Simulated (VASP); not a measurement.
# BaTiO3 (P4/mmm) in VASP: notebook

Runs on BaTiO3. Level: PBEsol. Tasks: single point.

Everything below comes from runs of VASP 6.6.1. Logs are shortened: lines on timing, memory, paths and dates and some standing lists are left out, and cuts for length are marked.

## 1. The cell of the first run

It takes space group P4/mmm (No. 123, tetragonal). Conventional cell: a = 3.991 Å, b = 3.991 Å, c = 3.890 Å, α = 90.00°, β = 90.00°, γ = 90.00°. Ba (site symmetry 4/mmm) has 12 O at 2.79 to 2.82 Å and 8 Ti at 3.43 Å within 3.7 Å. Within 2.6 Å of Ti (site symmetry 4/mmm) lie 6 O at 1.95 to 2.00 Å. Within 2.6 Å of O (site symmetry 4/mmm) lie 2 Ti at 1.95 Å. O (site symmetry mmm) has 2 Ti at 2.00 Å within 2.6 Å.

## 2. Single point, PBEsol

Contents of INCAR:

```
  PREC = Accurate
  ENCUT = 520
  EDIFF = 1E-6
  ISMEAR = 0
  SIGMA = 0.02
  LREAL = False
  LASPH = True
  NELM = 100
  ALGO = Normal
  ISIF = 2
  LWAVE = False
  LCHARG = False
  GGA = PS
  NBANDS = 28
```

Contents of KPOINTS:

```
Automatic mesh
0
Gamma
  8 8 8
```

Contents of POSCAR:

```
BaTiO3
1.0
    3.8904719457      0.0000000000      0.0000000000
    0.0000000000      3.9911066064      0.0000000000
    0.0000000000      0.0000000000      3.9911066064
Ba Ti O
1 1 3
Direct
    0.5000000000      0.5000000000      0.5000000000
    0.0000000000      0.0000000000      0.0000000000
    0.5000000000      0.0000000000      0.0000000000
    0.0000000000      0.5000000000      0.0000000000
    0.0000000000      0.0000000000      0.5000000000
```

Potentials or basis: VASP PAW PBE potentials, release 64 (Ba_sv, Ti_sv, O).

Command:

```console
> cat potpaw_PBE.64/Ba_sv/POTCAR potpaw_PBE.64/Ti_sv/POTCAR potpaw_PBE.64/O/POTCAR > POTCAR
> mpirun -np 1 vasp_std > vasp.out
```

OUTCAR:

```text
PREC = Accurate
   ENCUT = 520
   EDIFF = 1E-6
   ISMEAR = 0
   LREAL = False
   LASPH = True
   NELM = 100
   ISIF = 2
   GGA = PS

 ion  position               nearest neighbor table
   1  0.500  0.500  0.500-   4 2.79   5 2.79   4 2.79   5 2.79   4 2.79   5 2.79   4 2.79   5 2.79
                             3 2.82   3 2.82   3 2.82   3 2.82   2 3.43   2 3.43   2 3.43   2 3.43
   2  0.000  0.000  0.000-   3 1.95   3 1.95   5 2.00   5 2.00   4 2.00   4 2.00   1 3.43   1 3.43
                             1 3.43   1 3.43   1 3.43   1 3.43   1 3.43   1 3.43
   3  0.500  0.000  0.000-   2 1.95   2 1.95   1 2.82   1 2.82   1 2.82   1 2.82
   4  0.000  0.500  0.000-   2 2.00   2 2.00   1 2.79   1 2.79   1 2.79   1 2.79
   5  0.000  0.000  0.500-   2 2.00   2 2.00   1 2.79   1 2.79   1 2.79   1 2.79

  LATTYP: Found a simple tetragonal cell.
 ALAT       =     3.9911066064
 C/A-ratio  =     0.9747852737

  Lattice vectors:

 A1 = (   0.0000000000,   3.9911066064,   0.0000000000)
 A2 = (   0.0000000000,   0.0000000000,   3.9911066064)
 A3 = (   3.8904719457,   0.0000000000,   0.0000000000)

Analysis of symmetry for initial positions (statically):
=====================================================================
 Subroutine PRICEL returns:
 Original cell was already a primitive cell.

 Routine SETGRP: Setting up the symmetry group for a
 simple tetragonal supercell.

 Subroutine GETGRP returns: Found 16 space group operations
 (whereof 16 operations were pure point group operations)
 out of a pool of 16 trial point group operations.

The static configuration has the point symmetry D_4h.

Analysis of symmetry for dynamics (positions and initial velocities):
=====================================================================
 Subroutine PRICEL returns:
 Original cell was already a primitive cell.

 Routine SETGRP: Setting up the symmetry group for a
 simple tetragonal supercell.

 Subroutine GETGRP returns: Found 16 space group operations
 (whereof 16 operations were pure point group operations)
 out of a pool of 16 trial point group operations.

The dynamic configuration has the point symmetry D_4h.

 Subroutine INISYM returns: Found 16 space group operations
 (whereof 16 operations are pure point group operations),
 and found     1 'primitive' translations

----------------------------------------------------------------------------------------

[... 94 lines left out ...]
   LSORBIT =      F    spin-orbit coupling
   LASPH  =      T    aspherical Exc in radial PAW
   ENCUT  =  520.0 eV  38.22 Ry    6.18 a.u.   7.23  7.42  7.42*2*pi/ulx,y,z
   NELM   =    100;   NELMIN=  2; NELMDL= -5     # of ELM steps
   EDIFF  = 0.1E-05   stopping-criterion for ELM
   LREAL  =      F    real-space projection
   EDIFFG = 0.1E-04   stopping-criterion for IOM
   NSW    =      0    number of steps for IOM
   IBRION =     -1    ionic relax: 0-MD 1-quasi-New 2-CG
   NFREE  =      0    steps in history (QN), initial steepest desc. (CG)
   ISIF   =      2    stress and relaxation
   ISYM   =      2    0-nonsym 1-usesym 2-fastsym
   POTIM  = 0.5000    time-step for ionic-motion
   TEBEG  =    0.0;   TEEND  =   0.0 temperature during run
   PSTRESS=    0.0 pullay stress
   NELECT =      40.0000    total number of electrons
   NUPDOWN=      -1.0000    fix difference up-down
   EMIN   =  10.00;   EMAX   =-10.00  energy-range for DOS
   EFERMI =   0.00;   METHOD = LEGACY
   ISMEAR =     0;   SIGMA  =   0.02  broadening in eV -4-tet -1-fermi 0-gaus
   EFERMI_NEDOS =   21; number of points for ismear=-14 and -15
   IALGO  =     38    algorithm
   IMIX   =      4    mixing-type and parameters
     AMIX     =   0.40;   BMIX     =  1.00
     AMIX_MAG =   1.60;   BMIX_MAG =  1.00
  volume/ion in A,a.u.               =      12.39        83.64
  Fermi-wavevector in a.u.,A,eV,Ry     =   1.414811  2.673606 27.234659  2.001691
  Thomas-Fermi vector in A             =   2.536315
   LORBIT       =      0    0 simple, 1 ext, 2 COOP (PROOUT), +10 PAW based schemes
   GGA     = PS    functional components
   LHFCALC =     F    Hartree Fock is set to
   AEXX    =    0.0000 exact exchange contribution
   IVDW    =     0    specifies the selected vdW correction
   LEPSILON=     F    determine dielectric tensor
   LRPA    =     F    only Hartree local field effects (RPA)
 non-spin polarized calculation
 Gauss-broadening in eV      SIGMA  =   0.02
  energy-cutoff  :      520.00
  volume of cell :       61.97
 maximum number of plane-waves:      1695
 NGX is ok and might be reduce to    30
   NGX = 15   NGY = 15   NGZ = 15

 number of electron      39.9999987 magnetization

 Free energy of the ion-electron system (eV)
  ---------------------------------------------------
  ext. energy  EPLUGINS =         0.00000000
  ---------------------------------------------------
  free energy    TOTEN  =       -41.94616687 eV

  energy without entropy =      -41.94616687  energy(sigma->0) =      -41.94616687

 E-fermi :   4.2012     XC(G=0): -11.6980

 val. band max:        3.9845786528   @ k =   0.5000   0.5000   0.5000
 cond. band min:       5.6889187216   @ k =   0.0000   0.0000   0.0000
 fundamental gap:      1.7043400688
 Fermi energy:         4.2012396517

 k-point     1 :       0.0000    0.0000    0.0000
  band No.  band energies     occupation
      1     -52.2634      2.00000
      2     -28.6225      2.00000
      3     -28.6021      2.00000
      4     -28.6021      2.00000
      5     -20.7297      2.00000
      6     -12.9553      2.00000
[... 733 lines left out ...]
     27      12.1902      0.00000
     28      13.8378      0.00000

 [... further k-points ...]
[... 5 lines left out ...]
  --------------------------------------------------------------------------------------
  -------------------------------------------------------------------------------------
  Total        3.0532546      0.7644657      0.7644657      0.0000000      0.0000000      0.0000000
  in kB       78.9377354     19.7642186     19.7642186      0.0000000      0.0000000      0.0000000
  external PRESSURE =      39.4887242 kB  Pullay stress =       0.0000000 kB

 VOLUME and BASIS-vectors are now :
 -----------------------------------------------------------------------------
  energy-cutoff  :      520.00
  volume of cell :       61.97
      direct lattice vectors                 reciprocal lattice vectors
     3.890471946  0.000000000  0.000000000     0.257038224  0.000000000  0.000000000
     0.000000000  3.991106606  0.000000000     0.000000000  0.250557076  0.000000000
     0.000000000  0.000000000  3.991106606     0.000000000  0.000000000  0.250557076

 POSITION                                       TOTAL-FORCE (eV/Angst)
 -----------------------------------------------------------------------------------
      1.94524      1.99555      1.99555         0.000000      0.000000      0.000000
      0.00000      0.00000      0.00000         0.000000      0.000000      0.000000
      1.94524      0.00000      0.00000         0.000000      0.000000      0.000000
      0.00000      1.99555      0.00000         0.000000      0.000000      0.000000
      0.00000      0.00000      1.99555         0.000000      0.000000      0.000000
 -----------------------------------------------------------------------------------
    total drift:                                0.000000     -0.000000      0.000000

  FREE ENERGIE OF THE ION-ELECTRON SYSTEM (eV)
  ---------------------------------------------------
  free  energy   TOTEN  =       -41.9461668723 eV

  energy  without entropy=      -41.9461668723  energy(sigma->0) =      -41.94616687
```

stdout:

```text
POSCAR found type information on POSCAR BaTiO
 POSCAR found :  3 types and       5 ions
 scaLAPACK will be used
 -----------------------------------------------------------------------------
|                                                                             |
|                                                                             |
|     You enforced a specific xc type in the INCAR file but a different       |
|     I HOPE YOU KNOW WHAT YOU ARE DOING!                                     |
|                                                                             |
 -----------------------------------------------------------------------------

 LDA part: xc-table for (Slater+PW92), standard interpolation
 POSCAR, INCAR and KPOINTS ok, starting setup
 FFT: planning ... GRIDC
 FFT: planning ... GRID_SOFT
 FFT: planning ... GRID
 WAVECAR not read
 entering main loop
```

Wall time 68 s (1 thread of Intel Xeon 6975P-C (Granite Rapids), shared host); peak memory 0.25 GiB.

Results:

```yaml
Free_energy: -41.9462 eV
Pressure: 3.9 GPa
Band_gap_on_the_k_mesh: 1.70 eV, indirect (least direct gap 1.81 eV)
```

Caveat: the PAW data sets were made with another functional, which shifts forces and pressure a little; spin-orbit coupling is left out, which moves the levels of the heavy elements.

(Part 1 of 2 ends here.)
